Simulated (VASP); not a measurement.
PbO, 4 atoms in the cell. Symmetry: P4mm, No. 99, tetragonal system. The conventional cell has a = 3.974 Å, b = 3.974 Å, c = 5.022 Å, α = 90.00°, β = 90.00°, γ = 90.00°. Pb (site symmetry 4mm) has 4 O at 2.25 Å within 3.0 Å. Pb (site symmetry 4mm) has 4 O at 2.38 Å within 3.1 Å. Within 3.0 Å of O (site symmetry 2mm) lie 4 Pb at 2.25 to 2.38 Å and 4 O at 2.81 Å.  This cell differs from its parent crystal: all O atoms moved +0.125 Å, as atom 3 along Cartesian [0 0 1].

```yaml
Program: VASP 6.6.1
Task: single point
Functional: PBEsol
Potentials_or_basis: VASP PAW PBE potentials, release 64 (Pb_d, O)
Cutoff: 520 eV
k_mesh: 8 × 8 × 6
Occupations: gaussian, width 0.05 eV
Spin: no spin polarisation
Dipole_correction: no
Further_INCAR_settings: ALGO = Normal; EDIFF = 1e-06; NBANDS = 28
```

Potentials or basis: VASP PAW PBE potentials, release 64 (Pb_d, O).

Launch:

```bash
$ cat potpaw_PBE.64/Pb_d/POTCAR potpaw_PBE.64/O/POTCAR > POTCAR
$ mpirun -np 1 vasp_std > vasp.out
```

Hardware: 1 thread of Intel(R) Xeon(R) 6975P-C (Granite Rapids), with other jobs on the host.

Estimate the wall time of this run.

Run time: 56 s on 1 thread of Intel(R) Xeon(R) 6975P-C (Granite Rapids), on a shared host, peak memory 0.24 GiB. Counts: scf iterations 14, k points 60.
